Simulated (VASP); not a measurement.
Set up this calculation in VASP 6.6.1, as the native input.

```
Task                   : single point
Functional             : PBE
Potentials or basis    : VASP PAW PBE potentials, release 64 (Mg, O)
Cutoff                 : 520 eV
k mesh                 : 9 × 9 × 6
Occupations            : gaussian, width 0.05 eV
Spin                   : no spin polarisation
Dipole correction      : no
Further INCAR settings : ALGO = Normal; EDIFF = 1e-07; NBANDS = 16
```

The structure of MgO lies in POSCAR:

```
MgO
1.0
    3.2447370978      0.0000000000      0.0000000000
   -1.6223685489      2.8100247553      0.0000000000
    0.0000000000      0.0000000000      5.3466777897
Mg O
2 2
Direct
    0.3333333333      0.6666666667     -0.0229692219
    0.6666666667      0.3333333333      0.4770307781
    0.3333333333      0.6666666667      0.3982811987
    0.6666666667      0.3333333333      0.8982811987
```

This cell differs from its parent crystal: c/a of the conventional cell at fixed volume 1.6478.

One way to write it, as run:

INCAR

```
SYSTEM = MgO
ALGO     = Normal         ! electronic algorithm
EDIFF    = 1E-7           ! SCF threshold, eV
ENCUT    = 520            ! plane-wave cutoff, eV
GGA      = PE             ! functional
ISIF     = 2              ! what is computed and relaxed
ISMEAR   = 0              ! smearing method
LASPH    = .True.         ! aspherical terms in the spheres
LCHARG   = .True.         ! write CHGCAR
LELF     = .True.         ! ELF
LREAL    = .False.        ! projectors in reciprocal space
LVHAR    = .True.       
LWAVE    = .False.        ! write WAVECAR
NBANDS   = 16             ! bands
NELM     = 60             ! most SCF steps
PREC     = Accurate       ! precision mode
SIGMA    = 0.05           ! smearing width, eV
```

KPOINTS

```
k-points
0
Gamma
  9 9 6
  0 0 0
```

Potentials or basis: VASP PAW PBE potentials, release 64 (Mg, O).

Command:

```console
$ cat potpaw_PBE.64/Mg/POTCAR potpaw_PBE.64/O/POTCAR > POTCAR
$ mpirun -np 1 vasp_std > vasp.out
```

Results of the run:

```
Pressure               : 3.4 GPa
Largest force          : 0.856 eV/Å
Band gap on the k mesh : 3.27 eV, direct
```

It took 20 s on 1 thread of Intel(R) Xeon(R) 6975P-C (Granite Rapids), with other jobs on the host, peak memory 0.17 GiB.
